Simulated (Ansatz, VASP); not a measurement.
AlGa3O6: VASP beside Ansatz

```
Al Ga O
1.0
     3.05397    0.00144    0.00083
     0.58144    4.92112    0.00264
     0.44255    1.50651    7.87274
Al Ga O
1 3 6
Direct
  0.62272 0.33226 0.10044
  0.28587 0.96018 0.84214
  0.21192 0.80200 0.28300
  0.75208 0.48139 0.64536
  0.71610 0.69667 0.40879
  0.36929 0.67888 0.07923
  0.29046 0.27435 0.63417
  0.81782 0.76275 0.76277
  0.73365 0.17756 0.92016
  0.13147 0.19066 0.21223
```

Alike in both runs: functional PBE; k mesh 10 × 6 × 4; occupations gaussian, width 0.02 eV; no spin polarisation.

Ansatz relaxed the structure, and its values are those at the end. VASP's run is a single point on that final structure, the one shown.

|  | VASP | Ansatz |
| --- | --- | --- |
| version | VASP 6.6.1 | Ansatz 0.2.0 |
| potentials or method | VASP PAW PBE potentials, release 64 (Al, Ga_d, O), cutoff 520 eV | scalar-relativistic, plane waves, PAW |
| valence electrons in the cell | 78 | 78 |

Ansatz gave:

```
gap on the k mesh at the Fermi level (eV) : 2.43
least direct gap on the mesh (eV)         : 2.45
pressure (GPa)                            : 0.0
rms of the force components (eV/Å)        : 0.003
```

What did VASP give for the same quantities?

gap on the k mesh at the Fermi level (eV): 2.42; least direct gap on the mesh (eV): 2.43; pressure (GPa): 0.4; rms of the force components (eV/Å): 0.017.
